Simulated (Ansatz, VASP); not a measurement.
# One calculation of Sc, two programs

The input INCAR:

```
SYSTEM = Sc
  ALGO = Fast
  EDIFF = 1E-6
  ENCUT = 520
  GGA = PE
  ISIF = 2
  ISMEAR = 0
  LASPH = .TRUE.
  LCHARG = .FALSE.
  LREAL = .FALSE.
  LWAVE = .FALSE.
  NBANDS = 18
  NELM = 60
  PREC = Accurate
  SIGMA = 0.1
```

Contents of KPOINTS:

```
k-points
0
G
  14 14 10
  0 0 0
```

File POSCAR:

```
Sc
1.0
    3.3002776270      0.0000000000      0.0000000000
    0.0000000000      3.3002776270      0.0000000000
    0.0000000000      0.0000000000      4.6632807794
Sc
2
Direct
    0.0000000000      0.0000000000      0.0000000000
    0.5000000000      0.5000000000      0.5000000000
```

Input for Ansatz:

```yaml
crystal:
  lattice:
    - [3.300277627, 0.0, 0.0]
    - [0.0, 3.300277627, 0.0]
    - [0.0, 0.0, 4.6632807794]
  atoms:
    - { symbol: Sc, position: [0.0, 0.0, 0.0] }
    - { symbol: Sc, position: [0.5, 0.5, 0.5] }
basis:
  ecutwfc: 420
kpoints:
  mp_grid: { grid: [14, 14, 10] }
hamiltonian:
  xc: pbe
scf:
  occupations: { method: gaussian, width: 0.1 }
output:
  forces: true
  stress: true
  eigenvalues: true
```

Change from the starting cell: equal strain along all axes, cell held, atoms relaxed: +1.0 %.

Alike in both runs: task single point; functional PBE; k mesh 14 × 14 × 10; occupations gaussian, width 0.1 eV; no spin polarisation.

```csv
,VASP,Ansatz
version,VASP 6.6.1,Ansatz 0.2.0
potentials or method,"VASP PAW PBE potentials, release 64 (Sc_sv), cutoff 520 eV","scalar-relativistic, plane waves, PAW"
valence electrons in the cell,22,22
```

```csv
,VASP,Ansatz,Ansatz less VASP
gap on the k mesh at the Fermi level (eV),none,none,-
pressure (GPa),-1.4,-1.5,-0.03
```

A gap of «none» marks a metal or a gap that the smearing closes.
